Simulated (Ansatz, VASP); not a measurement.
MoS2 in VASP and in Ansatz

The input INCAR:

```
SYSTEM = MoS2
ALGO = Normal ; EDIFF = 1E-6
ENCUT = 520 ; ISIF = 2
ISMEAR = -1 ; LASPH = .TRUE.
LCHARG = .FALSE. ; LREAL = .FALSE.
LWAVE = .FALSE. ; NBANDS = 20
NELM = 60 ; PREC = Accurate
SIGMA = 0.1
```

Contents of KPOINTS:

```
k-points
0
G
  10 10 5
  0 0 0
```

The input POSCAR:

```
MoS2
1.0
    3.3062094019      0.0000000000      0.0000000000
   -1.6531047010      2.8632691693      0.0000000000
    0.0000000000      0.0000000000      6.4664930513
Mo S
1 2
Direct
    0.0000000000      0.0000000000      0.5000000000
    0.3333333333      0.6666666667      0.2553200000
    0.6666666667      0.3333333333      0.7446800000
```

Input for Ansatz:

```yaml
crystal:
  lattice:
    - [3.306209401936562, 0.0, 0.0]
    - [-1.653104700968281, 2.8632691692757852, 0.0]
    - [0.0, 0.0, 6.466493051329061]
  atoms:
    - { symbol: Mo, position: [0.0, 0.0, 0.5] }
    - { symbol: S, position: [0.3333333333333333, 0.6666666666666666, 0.25532] }
    - { symbol: S, position: [0.6666666666666666, 0.3333333333333333, 0.74468] }
basis:
  ecutwfc: 550.0
kpoints:
  mp_grid:
    grid: [10, 10, 5]
hamiltonian:
  xc: lda
  pseudopotentials:
    kind: paw
scf:
  max_iter: 60
  occupations:
    method: fermi_dirac
output:
  stress: true
```

Alike in both runs: task single point; functional LDA; k mesh 10 × 10 × 5; no spin polarisation.

|  | VASP | Ansatz |
| --- | --- | --- |
| version | VASP 6.6.1 | Ansatz 0.2.0 |
| potentials or method | VASP PAW LDA potentials, release 64 (Mo_sv, S), cutoff 520 eV | plane waves, PAW |
| occupations | fermi-dirac, width 0.1 eV | fermi-dirac |
| valence electrons in the cell | 26 | 26 |

Ansatz gave:

| Quantity | Value |
| --- | --- |
| pressure (GPa) | -13.3 |
| traceless stress, the component that is largest in VASP (GPa) | 1.34 |

Question: Estimate VASP's values.

Answer: Pressure (GPa): -13.2; traceless stress, the component that is largest in VASP (GPa): 1.35.

LDA's correlation is that of Perdew and Zunger in VASP and of Perdew and Wang (1992) in Ansatz. Ansatz's warnings: structure snapped to symmetry.
